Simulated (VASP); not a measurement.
Crystal: Y.

```
Y
1.0
     3.64254    0.00000    0.00000
    -1.82127    3.15454    0.00000
     0.00000    0.00000   11.84413
Y
4
Direct
  0.66667 0.33333 0.75000
  0.00000 0.00000 0.50000
  0.33333 0.66667 0.25000
  0.00000 0.00000 0.00000
```

* Program: VASP 6.6.1
* Task: relaxation of cell and atoms
* Functional: LDA
* Potentials or basis: VASP PAW LDA potentials, release 64 (Y_sv)
* Cutoff: 600 eV
* k mesh: 8 × 8 × 3
* Occupations: fermi-dirac, width 0.05 eV
* Spin: no spin polarisation

At the start: pressure -5.2 GPa; volume 34.02 Å³/atom.

**Question.** Where does the relaxation end?

**Answer.** Over 9 steps the energy falls by 84.8 meV/atom and the volume is 29.38 Å³/atom (-13.6 %); space group P6_3/mmc (No. 194, to 0.1 Å) before and after.

Step by step:
| step | energy change (eV) | largest force (eV/Å) | pressure (GPa) | volume (Å³) |
| --- | --- | --- | --- | --- |
| 1 | 0.0000 | 0.0000 | -5.25 | 136.10 |
| 2 | -0.3331 | 0.0000 | 0.89 | 115.30 |
| 3 | -0.3391 | 0.0000 | 0.04 | 117.43 |
| 4 | -0.3390 | 0.0000 | -0.08 | 117.79 |
| 5 | -0.3392 | 0.0000 | -0.12 | 117.79 |
| 6 | -0.3392 | 0.0000 | -0.12 | 117.79 |
| 7 | -0.3392 | 0.0000 | -0.11 | 117.80 |
| 8 | -0.3392 | 0.0000 | -0.12 | 117.80 |
| 9 | -0.3393 | 0.0000 | 0.02 | 117.53 |

Final structure:
```
CELL_PARAMETERS angstrom
3.47767 0.00000 0.00000
-1.73883 3.01175 0.00000
0.00000 0.00000 11.22083
ATOMIC_POSITIONS crystal
Y 0.66667 0.33333 0.75000
Y 0.00000 0.00000 0.50000
Y 0.33333 0.66667 0.25000
Y 0.00000 0.00000 0.00000
```
